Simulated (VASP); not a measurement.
# BaS (P1) in VASP: a series of runs

Runs on BaS. Level: PBE. Tasks: single point.

Everything below comes from runs of VASP 6.6.1. Logs are shortened: lines on timing, memory, paths and dates and some standing lists are left out, and cuts for length are marked.

## (1) The cell of the first run

The typed cell holds 2 atoms: a = 4.517 Å, b = 4.517 Å, c = 4.517 Å, α = 60.00°, β = 60.00°, γ = 60.00°.

## (2) Single point, PBE

INCAR reads:

```
SYSTEM = BaS
ALGO     = Normal         ! electronic algorithm
EDIFF    = 1E-6           ! SCF threshold, eV
ENCUT    = 520            ! plane-wave cutoff, eV
GGA      = PE             ! functional
ISIF     = 2              ! what is computed and relaxed
ISMEAR   = 0              ! smearing method
LASPH    = .TRUE.         ! aspherical terms in the spheres
LCHARG   = .TRUE.         ! write CHGCAR
LELF     = .TRUE.         ! ELF
LREAL    = .FALSE.        ! projectors in reciprocal space
LVHAR    = .TRUE.       
LWAVE    = .FALSE.        ! write WAVECAR
NBANDS   = 15             ! bands
NELM     = 60             ! most SCF steps
PREC     = Accurate       ! precision mode
SIGMA    = 0.01           ! smearing width, eV
```

KPOINTS reads:

```
k-points
0
G
  4 4 4
  0 0 0
```

POSCAR reads:

```
BaS
1.0
    0.0000000000      3.1937500000      3.1937500000
    3.1937500000      0.0000000000      3.1937500000
    3.1937500000      3.1937500000      0.0000000000
Ba S
1 1
Direct
    0.9855911155      0.0144888845      0.0295111155
    0.4703200000      0.4911500000      0.5464300000
```

Potentials or basis: VASP PAW PBE potentials, release 64 (Ba_sv, S).

Run with:

```sh
cat potpaw_PBE.64/Ba_sv/POTCAR potpaw_PBE.64/S/POTCAR > POTCAR
mpirun -np 1 vasp_std > vasp.out
```

OUTCAR:

```text
SYSTEM = BaS
   EDIFF = 1E-6
   ENCUT = 520
   GGA = PE
   ISIF = 2
   ISMEAR = 0
   LASPH = .TRUE.
   LREAL = .FALSE.
   NELM = 60
   PREC = Accurate

 ion  position               nearest neighbor table
   1  0.986  0.014  0.030-   2 3.07   2 3.18   2 3.19   2 3.20   2 3.22   2 3.32
   2  0.470  0.491  0.546-   1 3.07   1 3.18   1 3.19   1 3.20   1 3.22   1 3.32

  LATTYP: Found a face centered cubic cell.
 ALAT       =     6.3875000000

  Lattice vectors:

 A1 = (   0.0000000000,   3.1937500000,   3.1937500000)
 A2 = (   3.1937500000,   0.0000000000,   3.1937500000)
 A3 = (   3.1937500000,   3.1937500000,   0.0000000000)

Analysis of symmetry for initial positions (statically):
=====================================================================
 Subroutine PRICEL returns:
 Original cell was already a primitive cell.

 Routine SETGRP: Setting up the symmetry group for a
 face centered cubic supercell.

 Subroutine GETGRP returns: Found  1 space group operations
 (whereof  1 operations were pure point group operations)
 out of a pool of 48 trial point group operations.

The static configuration has the point symmetry C_1 .

Analysis of symmetry for dynamics (positions and initial velocities):
=====================================================================
 Subroutine PRICEL returns:
 Original cell was already a primitive cell.

 Routine SETGRP: Setting up the symmetry group for a
 face centered cubic supercell.

 Subroutine GETGRP returns: Found  1 space group operations
 (whereof  1 operations were pure point group operations)
 out of a pool of 48 trial point group operations.

The dynamic configuration has the point symmetry C_1 .

 Subroutine INISYM returns: Found  1 space group operations
 (whereof  1 operations are pure point group operations),
 and found     1 'primitive' translations

----------------------------------------------------------------------------------------

                                     Primitive cell

  volume of cell :      65.1527

  direct lattice vectors                    reciprocal lattice vectors
     0.000000000  3.193750000  3.193750000    -0.156555773  0.156555773  0.156555773
     3.193750000  0.000000000  3.193750000     0.156555773 -0.156555773  0.156555773
     3.193750000  3.193750000  0.000000000     0.156555773  0.156555773 -0.156555773

  length of vectors
     4.516644565  4.516644565  4.516644565     0.271162553  0.271162553  0.271162553

  position of ions in fractional coordinates (direct lattice)
     0.985591116  0.014488884  0.029511116
     0.470320000  0.491150000  0.546430000

  ion indices of the primitive-cell ions
   primitive index   ion index
                 1           1
                 2           2

----------------------------------------------------------------------------------------

 KPOINTS: k-points

Automatic generation of k-mesh.
 Grid dimensions read from file:
 generate k-points for:    4    4    4

 Generating k-lattice:

  Cartesian coordinates                     Fractional coordinates (reciprocal lattice)
    -0.039138943  0.039138943  0.039138943     0.250000000  0.000000000  0.000000000
     0.039138943 -0.039138943  0.039138943     0.000000000  0.250000000  0.000000000
     0.039138943  0.039138943 -0.039138943     0.000000000  0.000000000  0.250000000

  Length of vectors
     0.067790638  0.067790638  0.067790638

  Shift w.r.t. Gamma in fractional coordinates (k-lattice)
     0.000000000  0.000000000  0.000000000

 Subroutine IBZKPT returns following result:
 ===========================================

 Found     36 irreducible k-points:

 Following reciprocal coordinates:
            Coordinates               Weight
  0.000000  0.000000  0.000000      1.000000
  0.250000  0.000000  0.000000      2.000000
  0.000000  0.250000  0.000000      2.000000
  0.000000  0.000000  0.250000      2.000000
  0.250000  0.250000  0.250000      2.000000
  0.500000  0.000000  0.000000      1.000000
[... 16 lines left out ...]
  0.250000  0.500000  0.500000      2.000000
  0.500000  0.000000  0.250000      2.000000
 [... further k-points ...]
   k-points           NKPTS =     36   k-points in BZ     NKDIM =     36   number of bands    NBANDS=     15
   number of dos      NEDOS =    301   number of ions     NIONS =      2
   total plane-waves  NPLWV =  46656
   dimension x,y,z NGX =    36 NGY =   36 NGZ =   36
   dimension x,y,z NGXF=    72 NGYF=   72 NGZF=   72
   ions per type =               1   1
   NGX,Y,Z   is equivalent  to a cutoff of  13.25, 13.25, 13.25 a.u.
   NGXF,Y,Z  is equivalent  to a cutoff of  26.50, 26.50, 26.50 a.u.
 SYSTEM =  BaS
   PREC   = accura    normal or accurate (medium, high low for compatibility)
   ISTART =      0    job   : 0-new  1-cont  2-samecut
   ICHARG =      2    charge: 1-file 2-atom 10-const
   ISPIN  =      1    spin polarized calculation?
   LNONCOLLINEAR =      F non collinear calculations
   LSORBIT =      F    spin-orbit coupling
   LASPH  =      T    aspherical Exc in radial PAW
   ENCUT  =  520.0 eV  38.22 Ry    6.18 a.u.   8.40  8.40  8.40*2*pi/ulx,y,z
   NELM   =     60;   NELMIN=  2; NELMDL= -5     # of ELM steps
   EDIFF  = 0.1E-05   stopping-criterion for ELM
   LREAL  =      F    real-space projection
   EDIFFG = 0.1E-04   stopping-criterion for IOM
   NSW    =      0    number of steps for IOM
   IBRION =     -1    ionic relax: 0-MD 1-quasi-New 2-CG
   NFREE  =      0    steps in history (QN), initial steepest desc. (CG)
   ISIF   =      2    stress and relaxation
   ISYM   =      2    0-nonsym 1-usesym 2-fastsym
   POTIM  = 0.5000    time-step for ionic-motion
   TEBEG  =    0.0;   TEEND  =   0.0 temperature during run
   PSTRESS=    0.0 pullay stress
   NELECT =      16.0000    total number of electrons
   NUPDOWN=      -1.0000    fix difference up-down
   EMIN   =  10.00;   EMAX   =-10.00  energy-range for DOS
   EFERMI =   0.00;   METHOD = LEGACY
   ISMEAR =     0;   SIGMA  =   0.01  broadening in eV -4-tet -1-fermi 0-gaus
   EFERMI_NEDOS =   21; number of points for ismear=-14 and -15
   IALGO  =     38    algorithm
   IMIX   =      4    mixing-type and parameters
     AMIX     =   0.40;   BMIX     =  1.00
     AMIX_MAG =   1.60;   BMIX_MAG =  1.00
  volume/ion in A,a.u.               =      32.58       219.84
  Fermi-wavevector in a.u.,A,eV,Ry     =   1.025189  1.937326 14.299891  1.051012
  Thomas-Fermi vector in A             =   2.159016
   LORBIT       =      0    0 simple, 1 ext, 2 COOP (PROOUT), +10 PAW based schemes
   GGA     = PE    functional components
   LHFCALC =     F    Hartree Fock is set to
   AEXX    =    0.0000 exact exchange contribution
   IVDW    =     0    specifies the selected vdW correction
   LEPSILON=     F    determine dielectric tensor
   LRPA    =     F    only Hartree local field effects (RPA)
 non-spin polarized calculation
 Gauss-broadening in eV      SIGMA  =   0.01
  energy-cutoff  :      520.00
  volume of cell :       65.15
 maximum number of plane-waves:      1807
 NGX is ok and might be reduce to    36
   NGX = 17   NGY = 17   NGZ = 17

 number of electron      16.0000000 magnetization

 Free energy of the ion-electron system (eV)
  ---------------------------------------------------
  ext. energy  EPLUGINS =         0.00000000
  ---------------------------------------------------
  free energy    TOTEN  =       -10.16343020 eV

  energy without entropy =      -10.16343020  energy(sigma->0) =      -10.16343020

 E-fermi :   1.5724     XC(G=0):  -8.6218

 val. band max:        1.4341395049   @ k =   0.0000   0.0000   0.0000
 cond. band min:       3.5653871198   @ k =   0.5000   0.5000   0.0000
 fundamental gap:      2.1312476149
 Fermi energy:         1.5724180609

 k-point     1 :       0.0000    0.0000    0.0000
  band No.  band energies     occupation
      1     -24.6170      2.00000
      2      -9.7024      2.00000
      3      -9.6731      2.00000
      4      -9.6729      2.00000
      5      -8.8804      2.00000
      6       1.4291      2.00000
      7       1.4292      2.00000
      8       1.4341      2.00000
      9       5.0495      0.00000
     10       5.3296      0.00000
     11       5.3597      0.00000
     12       5.3620      0.00000
     13       6.2552      0.00000
     14       6.3093      0.00000
     15      10.1651      0.00000

 k-point     2 :       0.2500    0.0000    0.0000
  band No.  band energies     occupation
      1     -24.5946      2.00000
      2     -10.4156      2.00000
      3      -9.6986      2.00000
      4      -9.6929      2.00000
      5      -8.1147      2.00000
      6       0.2926      2.00000
      7       0.8235      2.00000
      8       0.8437      2.00000
      9       5.5327      0.00000
     10       6.1941      0.00000
     11       6.1980      0.00000
     12       6.8370      0.00000
     13       7.8739      0.00000
     14       7.9268      0.00000
     15      12.0257      0.00000

 k-point     3 :       0.0000    0.2500    0.0000
  band No.  band energies     occupation
      1     -24.5946      2.00000
      2     -10.4134      2.00000
      3      -9.6979      2.00000
      4      -9.6927      2.00000
      5      -8.1179      2.00000
      6       0.2950      2.00000
      7       0.8207      2.00000
      8       0.8347      2.00000
      9       5.5451      0.00000
     10       6.1994      0.00000
     11       6.2036      0.00000
     12       6.8453      0.00000
     13       7.8676      0.00000
     14       7.9116      0.00000
     15      12.0169      0.00000

 k-point     4 :       0.0000    0.0000    0.2500
  band No.  band energies     occupation
      1     -24.5946      2.00000
      2     -10.4152      2.00000
      3      -9.6985      2.00000
      4      -9.6929      2.00000
      5      -8.1153      2.00000
      6       0.2930      2.00000
      7       0.8231      2.00000
      8       0.8421      2.00000
      9       5.5348      0.00000
     10       6.1947      0.00000
     11       6.1993      0.00000
     12       6.8384      0.00000
     13       7.8730      0.00000
     14       7.9240      0.00000
     15      12.0242      0.00000
[... 307 lines left out ...]
 k-point    22 :      -0.2500    0.2500   -0.2500
  band No.  band energies     occupation
      1     -24.5655      2.00000
      2     -10.5042      2.00000
      3      -9.8920      2.00000
      4      -9.7936      2.00000
      5      -8.1323      2.00000
      6       0.2572      2.00000
      7       0.6840      2.00000
      8       0.8273      2.00000
      9       4.9066      0.00000
     10       7.4380      0.00000
     11       8.1858      0.00000
     12       8.3131      0.00000
     13       8.5956      0.00000
     14       9.9235      0.00000
     15      10.2217      0.00000

 k-point    23 :       0.2500    0.5000    0.5000
  band No.  band energies     occupation
      1     -24.5655      2.00000
      2     -10.5045      2.00000
      3      -9.8924      2.00000
      4      -9.7941      2.00000
      5      -8.1311      2.00000
      6       0.2578      2.00000
      7       0.6776      2.00000
      8       0.8371      2.00000
      9       4.8951      0.00000
     10       7.4387      0.00000
     11       8.1904      0.00000
     12       8.3299      0.00000
     13       8.5925      0.00000
     14       9.9226      0.00000
     15      10.2032      0.00000

 k-point    24 :       0.5000    0.0000    0.2500
  band No.  band energies     occupation
      1     -24.5655      2.00000
      2     -10.5062      2.00000
      3      -9.8918      2.00000
      4      -9.7947      2.00000
      5      -8.1294      2.00000
      6       0.2590      2.00000
      7       0.6750      2.00000
      8       0.8446      2.00000
      9       4.8894      0.00000
     10       7.4323      0.00000
     11       8.1841      0.00000
     12       8.3285      0.00000
     13       8.5931      0.00000
     14       9.9221      0.00000
     15      10.2110      0.00000

 [... further k-points ...]

------------------------ aborting loop because EDIFF is reached ----------------------------------------

  FORCE on cell =-STRESS in cart. coord.  units (eV):
  Direction    XX          YY          ZZ          XY          YZ          ZX
  --------------------------------------------------------------------------------------
  -------------------------------------------------------------------------------------
  Total        0.5693882      0.5619514      0.8520552      0.0003541      0.0023111     -0.0090098
  in kB       14.0018773     13.8189988     20.9529683      0.0087078      0.0568331     -0.2215598
  external PRESSURE =      16.2579481 kB  Pullay stress =       0.0000000 kB

 VOLUME and BASIS-vectors are now :
 -----------------------------------------------------------------------------
  energy-cutoff  :      520.00
  volume of cell :       65.15
      direct lattice vectors                 reciprocal lattice vectors
     0.000000000  3.193750000  3.193750000    -0.156555773  0.156555773  0.156555773
     3.193750000  0.000000000  3.193750000     0.156555773 -0.156555773  0.156555773
     3.193750000  3.193750000  0.000000000     0.156555773  0.156555773 -0.156555773

 POSITION                                       TOTAL-FORCE (eV/Angst)
 -----------------------------------------------------------------------------------
      0.14052      3.24198      3.19401        -0.040615      0.010388     -0.266250
      3.31377      3.24725      3.07069         0.040615     -0.010388      0.266250
 -----------------------------------------------------------------------------------
    total drift:                               -0.000053     -0.000038     -0.000005

  FREE ENERGIE OF THE ION-ELECTRON SYSTEM (eV)
  ---------------------------------------------------
  free  energy   TOTEN  =       -10.1634302029 eV

  energy  without entropy=      -10.1634302029  energy(sigma->0) =      -10.16343020
```

Run time: 19 s. Hardware: 1 thread of AMD EPYC 9R45 (Zen 5), shared host; peak memory 0.19 GiB.

What came out:

- Free energy: -10.1634 eV
- Pressure: 1.6 GPa
- Largest force: 0.270 eV/Å
- Band gap on the k mesh: 2.13 eV, indirect (least direct gap 2.25 eV)

Forces on the atoms (eV/Å):
```
Ba  -0.041  0.010 -0.266
S    0.041 -0.010  0.266
```

Caveat: the k points lie up to 0.43 Å⁻¹ apart; spin-orbit coupling is left out, which moves the levels of the heavy elements.

## (3) Single point, PBE

INCAR reads:

```
SYSTEM = BaS
ALGO = Normal
EDIFF = 1E-6
ENCUT = 520
GGA = PE
ISIF = 2
ISMEAR = 0
LASPH = .True.
LCHARG = .False.
LREAL = .False.
LWAVE = .False.
NBANDS = 15
NELM = 100
PREC = Accurate
SIGMA = 0.01
```

KPOINTS reads:

```
k-points
0
Gamma
  4 4 4
  0 0 0
```

Edit POSCAR of step 2 so:

```diff
@@ -8,3 +8,3 @@
 Direct
-    0.9855911155      0.0144888845      0.0295111155
+    0.9793288845      0.0207511155      0.0232488845
     0.4703200000      0.4911500000      0.5464300000
```

Potentials or basis: VASP PAW PBE potentials, release 64 (Ba_sv, S).

Run with:

```sh
cat potpaw_PBE.64/Ba_sv/POTCAR potpaw_PBE.64/S/POTCAR > POTCAR
mpirun -np 1 vasp_std > vasp.out
```

Run time: 18 s. Hardware: 1 thread of AMD EPYC 9R45 (Zen 5), shared host; peak memory 0.19 GiB.

Results (log left out):

- Free energy: -10.1614 eV
- Pressure: 1.6 GPa
- Largest force: 0.284 eV/Å
- Band gap on the k mesh: 2.14 eV, indirect (least direct gap 2.26 eV)

Forces on the atoms (eV/Å):
```
Ba  -0.040  0.090 -0.266
S    0.040 -0.090  0.266
```

Stress tensor (GPa, compression positive):
```
 1.39  0.01 -0.02
 0.01  1.46  0.05
-0.02  0.05  2.08
```

Levels at points of the mesh, in eV from the valence-band top:
```tsv
k point	band 6	band 7	band 8	band 9	band 10	band 11
(0.00, 0.00, 0.00)	-0.01	-0.01	0.00	3.62	3.90	3.93
(0.50, 0.00, 0.00)	-1.91	-1.06	-1.04	5.53	5.66	6.32
(0.00, 0.50, 0.00)	-1.91	-1.07	-1.06	5.47	5.80	6.32
(0.00, 0.00, 0.50)	-1.91	-1.06	-1.05	5.49	5.75	6.32
(0.50, 0.50, 0.50)	-1.91	-1.06	-1.05	5.51	5.70	6.32
(0.50, 0.50, 0.00)	-0.48	-0.12	-0.11	2.14	5.97	6.04
(0.00, 0.50, 0.50)	-0.50	-0.17	-0.11	2.21	5.98	6.02
(0.50, 0.00, 0.50)	-0.50	-0.17	-0.11	2.20	5.98	6.03
```

Caveat: the k points lie up to 0.43 Å⁻¹ apart; spin-orbit coupling is left out, which moves the levels of the heavy elements.

(Part 1 of 2 ends here.)
